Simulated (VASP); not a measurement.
Co: single point with PBE

Crystal: Co.

```
Co
1.0
     0.00000    1.86472    1.86472
     1.86472    0.00000    1.86472
     1.86472    1.86472    0.00000
Co
2
Direct
  0.87500 0.87500 0.87500
  0.12500 0.12500 0.12500
```

This isn't the form of Co at room conditions, which is hcp.

```json
{"Program": "VASP 6.6.1", "Task": "single point", "Functional": "PBE", "Potentials or basis": "VASP PAW PBE potentials, release 64 (Co)", "Cutoff": "520 eV", "k mesh": "17 × 17 × 17", "Occupations": "fermi-dirac, width 0.08 eV", "Spin": "collinear spin, ferromagnetic start", "Starting moments": "[1.7, 1.7] μB"}
```

| Item | Value |
| --- | --- |
| Pressure | 570.1 GPa |
| Band gap on the k mesh | zero (filled and empty bands overlap) |
| Net moment | 0.00 μB per cell |

Levels at points of the mesh, in eV from the Fermi level:
Spin up:
```csv
k point,band 5,band 6,band 7,band 8,band 9,band 10,band 11,band 12,band 13,band 14
"(0.00, 0.00, 0.00)",-7.00,-7.00,-3.18,-3.18,-3.18,1.43,1.43,20.04,20.47,20.47
```
Spin down:
```csv
k point,band 5,band 6,band 7,band 8,band 9,band 10,band 11,band 12,band 13,band 14
"(0.00, 0.00, 0.00)",-7.00,-7.00,-3.18,-3.18,-3.18,1.43,1.43,20.04,20.47,20.47
```

Wall time 44 s on 1 thread of Intel(R) Xeon(R) 6975P-C (Granite Rapids), with other jobs on the host, peak memory 0.17 GiB.

Caveat: atoms lie so close that the PAW spheres overlap strongly, which falsifies energies and pressures; the cell stands under pressure; the moments typed at the start vanished in this run.
